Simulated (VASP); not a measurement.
# Pb (P4/mmm) in VASP: single point with PBEsol

Aim: the single point of Pb with PBEsol.

Everything below comes from runs of VASP 6.6.1. Logs are shortened: lines on timing, memory, paths and dates and some standing lists are left out, and cuts for length are marked.

## 1. The cell of the first run

It takes space group P4/mmm (No. 123, tetragonal). Conventional cell: a = 4.580 Å, b = 4.580 Å, c = 3.902 Å, α = 90.00°, β = 90.00°, γ = 90.00°. Within 5.1 Å of Pb (site symmetry 4/mmm) lie 6 Pb at 3.90 to 4.58 Å.

## 2. Single point, PBEsol

The input, INCAR:

```
PREC = Accurate ; ENCUT = 520
EDIFF = 1E-6 ; ISMEAR = 0
SIGMA = 0.1 ; LREAL = F
LASPH = T ; NELM = 100
ALGO = Normal ; ISIF = 2
LWAVE = F ; LCHARG = T
GGA = PS ; LELF = T
LVHAR = T ; NBANDS = 21
```

The input, KPOINTS:

```
Automatic mesh
0
Gamma
  4 4 4
```

The input, POSCAR:

```
Pb
1.0
   -3.2386330000      3.2386330000      3.9021960000
    3.2386330000     -3.2386330000      3.9021960000
    3.2386330000      3.2386330000     -3.9021960000
Pb
2
Direct
    0.2500000000      0.2500000000      0.0000000000
    0.7500000000      0.7500000000      0.0000000000
```

Potentials or basis: VASP PAW PBE potentials, release 64 (Pb_d).

The run is started by

```bash
> cat potpaw_PBE.64/Pb_d/POTCAR > POTCAR
> mpirun -np 1 vasp_std > vasp.out
```

OUTCAR:

```text
PREC = Accurate
   ENCUT = 520
   EDIFF = 1E-6
   ISMEAR = 0
   LREAL = F
   LASPH = T
   NELM = 100
   ISIF = 2
   GGA = PS

 ion  position               nearest neighbor table
   1  0.250  0.250  0.000-   2 3.90   2 3.90
   2  0.750  0.750  0.000-   1 3.90   1 3.90

  LATTYP: Found a body centered tetragonal cell.
 ALAT       =     6.4772660000
 C/A-ratio  =     1.2048898409

  Lattice vectors:

 A1 = (  -3.2386330000,   3.2386330000,   3.9021960000)
 A2 = (   3.2386330000,  -3.2386330000,   3.9021960000)
 A3 = (   3.2386330000,   3.2386330000,  -3.9021960000)

Analysis of symmetry for initial positions (statically):
=====================================================================
 Subroutine PRICEL returns following result:

  LATTYP: Found a simple tetragonal cell.
 ALAT       =     4.5801187121
 C/A-ratio  =     0.8519857771

  Lattice vectors:

 A1 = (   3.2386330000,  -3.2386330000,   0.0000000000)
 A2 = (   3.2386330000,   3.2386330000,   0.0000000000)
 A3 = (   0.0000000000,   0.0000000000,   3.9021960000)

   2 primitive cells build up your supercell.

 Routine SETGRP: Setting up the symmetry group for a
 body centered tetragonal supercell.

 Subroutine GETGRP returns: Found 16 space group operations
 (whereof 16 operations were pure point group operations)
 out of a pool of 16 trial point group operations.

The static configuration has the point symmetry D_4h.

Analysis of symmetry for dynamics (positions and initial velocities):
=====================================================================
 Subroutine PRICEL returns following result:

  LATTYP: Found a simple tetragonal cell.
 ALAT       =     4.5801187121
 C/A-ratio  =     0.8519857771

  Lattice vectors:

 A1 = (   3.2386330000,  -3.2386330000,   0.0000000000)
 A2 = (   3.2386330000,   3.2386330000,   0.0000000000)
 A3 = (   0.0000000000,   0.0000000000,   3.9021960000)

   2 primitive cells build up your supercell.

 Routine SETGRP: Setting up the symmetry group for a
 body centered tetragonal supercell.

 Subroutine GETGRP returns: Found 16 space group operations
 (whereof 16 operations were pure point group operations)
 out of a pool of 16 trial point group operations.

The dynamic configuration has the point symmetry D_4h.

 Subroutine INISYM returns: Found 16 space group operations
 (whereof 16 operations are pure point group operations),
 and found     2 'primitive' translations

----------------------------------------------------------------------------------------

                                     Primitive cell

  volume of cell :      81.8583

  direct lattice vectors                    reciprocal lattice vectors
     3.238633000 -3.238633000  0.000000000     0.154386125 -0.154386125  0.000000000
     3.238633000  3.238633000  0.000000000     0.154386125  0.154386125  0.000000000
     0.000000000  0.000000000  3.902196000     0.000000000  0.000000000  0.256265959

  length of vectors
     4.580118712  4.580118712  3.902196000     0.218334952  0.218334952  0.256265959

  position of ions in fractional coordinates (direct lattice)
     0.000000000  0.000000000  0.500000000

  ion indices of the primitive-cell ions
   primitive index   ion index
                 1           1

----------------------------------------------------------------------------------------

 KPOINTS: Automatic mesh

Automatic generation of k-mesh.
 Grid dimensions read from file:
 generate k-points for:    4    4    4

 Generating k-lattice:

  Cartesian coordinates                     Fractional coordinates (reciprocal lattice)
     0.000000000  0.038596531  0.032033245     0.250000000  0.000000000  0.000000000
     0.038596531  0.000000000  0.032033245     0.000000000  0.250000000  0.000000000
     0.038596531  0.038596531  0.000000000     0.000000000  0.000000000  0.250000000

  Length of vectors
     0.050157961  0.050157961  0.054583738

  Shift w.r.t. Gamma in fractional coordinates (k-lattice)
     0.000000000  0.000000000  0.000000000

 Subroutine IBZKPT returns following result:
 ===========================================

 Found     13 irreducible k-points:

 Following reciprocal coordinates:
            Coordinates               Weight
  0.000000  0.000000  0.000000      1.000000
  0.250000 -0.000000  0.000000      8.000000
  0.500000 -0.000000  0.000000      4.000000
  0.250000  0.250000  0.000000      8.000000
  0.500000  0.250000  0.000000     16.000000
 -0.250000  0.250000  0.000000      4.000000
  0.500000  0.500000  0.000000      2.000000
  0.250000  0.250000  0.250000      2.000000
 -0.250000  0.250000  0.250000      4.000000
  0.500000  0.500000  0.250000      4.000000
 -0.250000  0.500000  0.250000      8.000000
 -0.250000 -0.250000  0.250000      2.000000
  0.500000  0.500000  0.500000      1.000000
   k-points           NKPTS =     13   k-points in BZ     NKDIM =     13   number of bands    NBANDS=     21
   number of dos      NEDOS =    301   number of ions     NIONS =      2
   total plane-waves  NPLWV = 110592
   dimension x,y,z NGX =    48 NGY =   48 NGZ =   48
   dimension x,y,z NGXF=    96 NGYF=   96 NGZF=   96
   ions per type =               2
   NGX,Y,Z   is equivalent  to a cutoff of  13.26, 13.26, 13.26 a.u.
   NGXF,Y,Z  is equivalent  to a cutoff of  26.52, 26.52, 26.52 a.u.
 SYSTEM =  unknown system
   PREC   = accura    normal or accurate (medium, high low for compatibility)
   ISTART =      0    job   : 0-new  1-cont  2-samecut
   ICHARG =      2    charge: 1-file 2-atom 10-const
   ISPIN  =      1    spin polarized calculation?
   LNONCOLLINEAR =      F non collinear calculations
   LSORBIT =      F    spin-orbit coupling
   LASPH  =      T    aspherical Exc in radial PAW
   ENCUT  =  520.0 eV  38.22 Ry    6.18 a.u.  11.19 11.19 11.19*2*pi/ulx,y,z
   NELM   =    100;   NELMIN=  2; NELMDL= -5     # of ELM steps
   EDIFF  = 0.1E-05   stopping-criterion for ELM
   LREAL  =      F    real-space projection
   EDIFFG = 0.1E-04   stopping-criterion for IOM
   NSW    =      0    number of steps for IOM
   IBRION =     -1    ionic relax: 0-MD 1-quasi-New 2-CG
   NFREE  =      0    steps in history (QN), initial steepest desc. (CG)
   ISIF   =      2    stress and relaxation
   ISYM   =      2    0-nonsym 1-usesym 2-fastsym
   POTIM  = 0.5000    time-step for ionic-motion
   TEBEG  =    0.0;   TEEND  =   0.0 temperature during run
   PSTRESS=    0.0 pullay stress
   NELECT =      28.0000    total number of electrons
   NUPDOWN=      -1.0000    fix difference up-down
   EMIN   =  10.00;   EMAX   =-10.00  energy-range for DOS
   EFERMI =   0.00;   METHOD = LEGACY
   ISMEAR =     0;   SIGMA  =   0.10  broadening in eV -4-tet -1-fermi 0-gaus
   EFERMI_NEDOS =   21; number of points for ismear=-14 and -15
   IALGO  =     38    algorithm
   IMIX   =      4    mixing-type and parameters
     AMIX     =   0.40;   BMIX     =  1.00
     AMIX_MAG =   1.60;   BMIX_MAG =  1.00
  volume/ion in A,a.u.               =      81.86       552.41
  Fermi-wavevector in a.u.,A,eV,Ry     =   0.908720  1.717231 11.235306  0.825772
  Thomas-Fermi vector in A             =   2.032679
   LORBIT       =      0    0 simple, 1 ext, 2 COOP (PROOUT), +10 PAW based schemes
   GGA     = PS    functional components
   LHFCALC =     F    Hartree Fock is set to
   AEXX    =    0.0000 exact exchange contribution
   IVDW    =     0    specifies the selected vdW correction
   LEPSILON=     F    determine dielectric tensor
   LRPA    =     F    only Hartree local field effects (RPA)
 non-spin polarized calculation
 Gauss-broadening in eV      SIGMA  =   0.10
  energy-cutoff  :      520.00
  volume of cell :      163.72
 maximum number of plane-waves:      4424
 NGX is ok and might be reduce to    48
   NGX = 23   NGY = 23   NGZ = 23

 number of electron      28.0000010 magnetization

 Free energy of the ion-electron system (eV)
  ---------------------------------------------------
  ext. energy  EPLUGINS =         0.00000000
  ---------------------------------------------------
  free energy    TOTEN  =        -4.47462755 eV

  energy without entropy =       -4.45099597  energy(sigma->0) =       -4.46281176

 E-fermi :   0.1352     XC(G=0):  -6.2707

 val. band max:        0.1033048561   @ k =   0.5000   0.2500   0.0000
 cond. band min:       0.1774540788   @ k =   0.2500   0.2500   0.0000
 fundamental gap:      0.0741492227
 Fermi energy:         0.1352260745

 k-point     1 :       0.0000    0.0000    0.0000
  band No.  band energies     occupation
      1     -17.1571      2.00000
      2     -17.1474      2.00000
      3     -17.1416      2.00000
      4     -17.1304      2.00000
      5     -17.0876      2.00000
      6     -17.0805      2.00000
[... 13 lines left out ...]
     20       4.9284      0.00000
     21       4.9284      0.00000

 k-point     2 :       0.2500   -0.0000    0.0000
  band No.  band energies     occupation
      1     -17.1531      2.00000
      2     -17.1465      2.00000
      3     -17.1424      2.00000
      4     -17.1342      2.00000
      5     -17.0759      2.00000
      6     -17.0759      2.00000
[... 13 lines left out ...]
     20       4.9671      0.00000
     21       5.6418      0.00000

 k-point     3 :       0.5000   -0.0000    0.0000
  band No.  band energies     occupation
      1     -17.1445      2.00000
      2     -17.1445      2.00000
      3     -17.1436      2.00000
      4     -17.1436      2.00000
      5     -17.0652      2.00000
      6     -17.0652      2.00000
[... 13 lines left out ...]
     20       5.7739      0.00000
     21       7.2559      0.00000
[... 193 lines left out ...]
 k-point    12 :      -0.2500   -0.2500    0.2500
  band No.  band energies     occupation
      1     -17.1556      2.00000
      2     -17.1486      2.00000
      3     -17.1405      2.00000
      4     -17.1314      2.00000
      5     -17.0670      2.00000
      6     -17.0670      2.00000
[... 13 lines left out ...]
     20       4.1478      0.00000
     21       6.1165      0.00000

 k-point    13 :       0.5000    0.5000    0.5000
  band No.  band energies     occupation
      1     -17.1542      2.00000
      2     -17.1500      2.00000
      3     -17.1394      2.00000
      4     -17.1325      2.00000
      5     -17.0793      2.00000
      6     -17.0760      2.00000
[... 13 lines left out ...]
     20       5.4480      0.00000
     21       6.6277      0.00000

------------------------ aborting loop because EDIFF is reached ----------------------------------------

  FORCE on cell =-STRESS in cart. coord.  units (eV):
  Direction    XX          YY          ZZ          XY          YZ          ZX
  --------------------------------------------------------------------------------------
  -------------------------------------------------------------------------------------
  Total       -3.3461411     -3.3461411     -6.3516603      0.0000000      0.0000000      0.0000000
  in kB      -32.7463037    -32.7463037    -62.1591839      0.0000000      0.0000000      0.0000000
  external PRESSURE =     -42.5505971 kB  Pullay stress =       0.0000000 kB

 VOLUME and BASIS-vectors are now :
 -----------------------------------------------------------------------------
  energy-cutoff  :      520.00
  volume of cell :      163.72
      direct lattice vectors                 reciprocal lattice vectors
    -3.238633000  3.238633000  3.902196000     0.000000000  0.154386125  0.128132979
     3.238633000 -3.238633000  3.902196000     0.154386125  0.000000000  0.128132979
     3.238633000  3.238633000 -3.902196000     0.154386125  0.154386125  0.000000000

 POSITION                                       TOTAL-FORCE (eV/Angst)
 -----------------------------------------------------------------------------------
      0.00000      0.00000      1.95110        -0.000000     -0.000000     -0.000000
      0.00000      0.00000      5.85329         0.000000      0.000000      0.000000
 -----------------------------------------------------------------------------------
    total drift:                               -0.000000      0.000000      0.000000

  FREE ENERGIE OF THE ION-ELECTRON SYSTEM (eV)
  ---------------------------------------------------
  free  energy   TOTEN  =        -4.4746275482 eV

  energy  without entropy=       -4.4509959716  energy(sigma->0) =       -4.46281176
```

It took 26 s on 1 thread of Intel Xeon 6975P-C (Granite Rapids), shared host; peak memory 0.31 GiB.

What came out:

| Property | Result |
| --- | --- |
| Free energy | -4.4746 eV |
| Pressure | -4.3 GPa |
| Band gap on the k mesh | zero (bands 14 and 15 overlap by 1.13 eV) |

Levels at points of the mesh, in eV from the Fermi level:
| k point | band 12 | band 13 | band 14 | band 15 | band 16 | band 17 |
| --- | --- | --- | --- | --- | --- | --- |
| (0.00, 0.00, 0.00) | -7.45 | -0.59 | 0.40 | 0.40 | 1.33 | 1.33 |
| (0.50, 0.00, 0.00) | -8.12 | 0.15 | 0.15 | 0.51 | 0.51 | 0.77 |
| (0.50, 0.50, 0.00) | -7.67 | -1.33 | -1.03 | -0.09 | 1.72 | 2.62 |
| (0.50, 0.50, 0.50) | -7.91 | -1.54 | -0.73 | -0.73 | 2.29 | 2.29 |

Caveat: the cell stands under tension; the PAW data sets were made with another functional, which shifts forces and pressure a little; spin-orbit coupling is left out, which moves the levels of the heavy elements.

The gap in the log of VASP goes by the Fermi energy; the results here count the filled bands.